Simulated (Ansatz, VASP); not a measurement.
## Pt: VASP beside Ansatz

INCAR

```
SYSTEM = Pt
PREC = Accurate ; ENCUT = 520
EDIFF = 1E-6 ; ISMEAR = -1
SIGMA = 0.15 ; LREAL = .False.
LASPH = .True. ; NELM = 100
ALGO = Normal ; ISIF = 2
LWAVE = .False. ; LCHARG = .True.
GGA = PS ; LELF = .True.
LVHAR = .True. ; NBANDS = 17
```

KPOINTS

```
regular mesh
0
Gamma
  12 12 6
  0 0 0
```

File POSCAR:

```
Pt
1.0
    2.7606700000      0.0000000000      0.0000000000
   -1.3803300000      2.3908100000      0.0000000000
    0.0000000000      0.0000000000      4.7921300000
Pt
2
Direct
    0.6666666667      0.3333333333      0.7500000000
    0.3333333333      0.6666666667      0.2500000000
```

Input for Ansatz:

```yaml
crystal:
  lattice:
    - [2.76067, 0.0, 0.0]
    - [-1.38033, 2.39081, 0.0]
    - [0.0, 0.0, 4.79213]
  atoms:
    - { symbol: Pt, position: [0.6666666666666666, 0.3333333333333333, 0.75] }
    - { symbol: Pt, position: [0.3333333333333333, 0.6666666666666666, 0.25] }
kpoints:
  mp_grid:
    grid: [12, 12, 6]
hamiltonian:
  xc: pbesol
  pseudopotentials:
    kind: paw
scf:
  occupations:
    method: fermi_dirac
    width: 0.15
output:
  forces: true
  stress: true
  eigenvalues: true
```

Alike in both runs: task single point; functional PBEsol; k mesh 12 × 12 × 6; occupations fermi-dirac, width 0.15 eV; no spin polarisation.

```csv
,VASP,Ansatz
version,VASP 6.6.1,Ansatz 0.2.0
potentials or method,"VASP PAW PBE potentials, release 64 (Pt)","plane waves, PAW"
plane-wave cutoff (eV),520,420
valence electrons in the cell,20,36
```

```tsv
	VASP	Ansatz	Ansatz less VASP
gap on the k mesh at the Fermi level (eV)	none	none	-
pressure (GPa)	-10.4	-10.1	+0.38
traceless stress, the component that is largest in VASP (GPa)	-1.22	-1.13	+0.090
```

VASP's potentials were made for PBE, not for PBEsol. A gap of «none» marks a metal or a gap that the smearing closes. VASP's potentials hold 20 valence electrons a cell and Ansatz's 36, so a difference there can come from the potentials and not from the codes.

Neither program's run includes spin-orbit coupling.
